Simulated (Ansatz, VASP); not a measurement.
# BaS in VASP and in Ansatz

Contents of INCAR:

```
PREC = Accurate
ENCUT = 520
EDIFF = 1E-7
ISMEAR = 0
SIGMA = 0.01
LREAL = F
LASPH = T
NELM = 150
ALGO = Normal
ISIF = 2
LWAVE = F
LCHARG = F
LNONCOLLINEAR = T
MAGMOM = 0 0 0 0 0 0
LORBIT = 11
LSORBIT = T
GGA_COMPAT = F
LORBMOM = T
GGA = PS
NBANDS = 28
```

Contents of KPOINTS:

```
Automatic mesh
0
Gamma
  8 8 8
```

File POSCAR:

```
BaS
1.0
    0.0000000000      3.1662966003      3.1504651173
    3.1662966003      0.0000000000      3.1504651173
    3.1662966003      3.1662966003      0.0000000000
Ba S
1 1
Direct
    0.0000000000      0.0000000000      0.0000000000
    0.5000000000      0.5000000000      0.5000000000
```

Input for Ansatz:

```yaml
crystal:
  lattice:
    - [0.0, 3.16629660031, 3.15046511731]
    - [3.16629660031, 0.0, 3.15046511731]
    - [3.16629660031, 3.16629660031, 0.0]
  atoms:
    - { symbol: Ba, position: [0.0, 0.0, 0.0] }
    - { symbol: S, position: [0.5, 0.5, 0.5] }
kpoints:
  mp_grid: { grid: [8, 8, 8] }
scf:
  occupations: { method: fixed }
  convergence: { dr2_threshold: 1.0e-10 }
hamiltonian:
  xc: pbesol
  pseudopotentials: { kind: all_electron, lapw: { basis_error: 0.0005 } }
magnetization:
  noncollinear: true
  spin_orbit: true
output:
  forces: true
  stress: true
  eigenstates:
    kpoints:
      - [0.0, 0.0, 0.0]
      - [0.0, -0.5, -0.5]
      - [-0.5, 0.0, -0.5]
      - [-0.5, -0.5, 0.0]
      - [-0.5, 0.0, 0.0]
      - [0.0, -0.5, 0.0]
      - [0.0, 0.0, -0.5]
      - [-0.5, -0.5, -0.5]
  eigenvalues: true
```

Change from the starting cell: z stretched by -0.5 %, x and y held.

Alike in both runs: task single point; functional PBEsol; k mesh 8 × 8 × 8; non-collinear spin, spin-orbit coupling.

|  | VASP | Ansatz |
| --- | --- | --- |
| version | VASP 6.6.1 | Ansatz 0.2.0 |
| potentials or method | VASP PAW PBE potentials, release 64 (Ba_sv, S), cutoff 520 eV | all-electron LAPW |
| occupations | gaussian, width 0.01 eV | fixed |

Ansatz gave:

| Property | Result |
| --- | --- |
| pressure (GPa) | 0.2 |
| traceless stress, the component that is largest in VASP (GPa) | 0.30 |

Q: What did VASP give for the same quantities?

A: Pressure (GPa): 0.9; traceless stress, the component that is largest in VASP (GPa): 0.33.

VASP's potentials were made for PBE, not for PBEsol. Ansatz ran all-electron here, and VASP with PAW potentials.
